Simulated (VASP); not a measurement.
Set up this calculation in VASP 6.6.1, as the native input.

| Item | Value |
| --- | --- |
| Task | single point |
| Functional | PBEsol |
| Potentials or basis | VASP PAW PBE potentials, release 64 (C, Si) |
| Cutoff | 520 eV |
| k mesh | 2 × 2 × 2 |
| Occupations | fermi-dirac, width 0.086 eV |
| Spin | no spin polarisation |
| Dipole correction | no |
| Further INCAR settings | LREAL = Auto; ALGO = Normal; EDIFF = 1e-07; NBANDS = 86 |

The structure of SiC3 lies in POSCAR:

```
SiC3
1.0
    5.5888730000      0.0000000000      0.0000000000
    0.0000000000      5.5888730000      0.0000000000
    0.0000000000      0.0000000000      8.1743410000
C Si
24 8
Direct
    0.2662898227     -0.0024105039      0.4141038403
    0.2547728317      0.2401843806      0.0071477322
   -0.0023856330      0.2518870978      0.1136239606
    0.2401369650      0.0051165951      0.8961034290
    0.2422509869      0.2493186014      0.5103267652
   -0.0184840486      0.2308336582      0.6112925800
    0.2128434480      0.5045308777      0.3997070834
    0.2432674709      0.7379990563     -0.0078372067
    0.0049290796      0.7420732230      0.1051938009
    0.2633496950      0.4915737037      0.8811718278
    0.2601231053      0.7434395092      0.5154612464
    0.0000862428      0.7478013904      0.6158399803
    0.7533008891     -0.0116257786      0.3850431490
    0.7540233961      0.2574152249      0.0038149864
    0.4965926046      0.2733982325      0.1075993771
    0.7386743266     -0.0244532306      0.9020557131
    0.7469171334      0.2494712261      0.5025967231
    0.5130875223      0.2417594746      0.6040261839
    0.7354554308      0.5142965317      0.3874143494
    0.7311166312      0.7392624595      0.0103286614
    0.4849650368      0.7627523474      0.1069877070
    0.7670800535      0.4848888139      0.8994744653
    0.7505769052      0.7516171865      0.4977222017
    0.5204042031      0.7366080782      0.6175235410
    0.0198261796     -0.0026373832      0.2449634778
   -0.0179855581     -0.0019873416      0.7592224254
   -0.0210172963      0.5157363569      0.2584308631
   -0.0022519746      0.4914566855      0.7451943833
    0.5179945939      0.0034031906      0.2459474103
    0.4897828238      0.0023582572      0.7548011516
    0.4608481889      0.5151451822      0.2594962701
    0.5231432169      0.4908243576      0.7462396051
```

These files were run (other wordings do the same):

INCAR

```
SYSTEM = SiC3
ALGO = Normal
EDIFF = 1E-7
ENCUT = 520
GGA = PS
ISIF = 2
ISMEAR = -1
LASPH = .TRUE.
LCHARG = .FALSE.
LREAL = Auto
LWAVE = .FALSE.
NBANDS = 86
NELM = 100
PREC = Accurate
SIGMA = 0.086
```

KPOINTS

```
k-points
0
G
  2 2 2
  0 0 0
```

Potentials or basis: VASP PAW PBE potentials, release 64 (C, Si).

Run with:

```console
$ cat potpaw_PBE.64/C/POTCAR potpaw_PBE.64/Si/POTCAR > POTCAR
$ mpirun -np 1 vasp_std > vasp.out
```

Results of the run:

```json
{"Pressure": "1.6 GPa", "Largest force": "4.280 eV/Å", "Band gap on the k mesh": "1.07 eV"}
```

Caveat: the k points lie up to 0.56 Å⁻¹ apart; the PAW data sets were made with another functional, which shifts forces and pressure a little.

It took 4.1 min on 1 thread of Intel Xeon 6975P-C (shared host), peak memory 0.37 GiB.
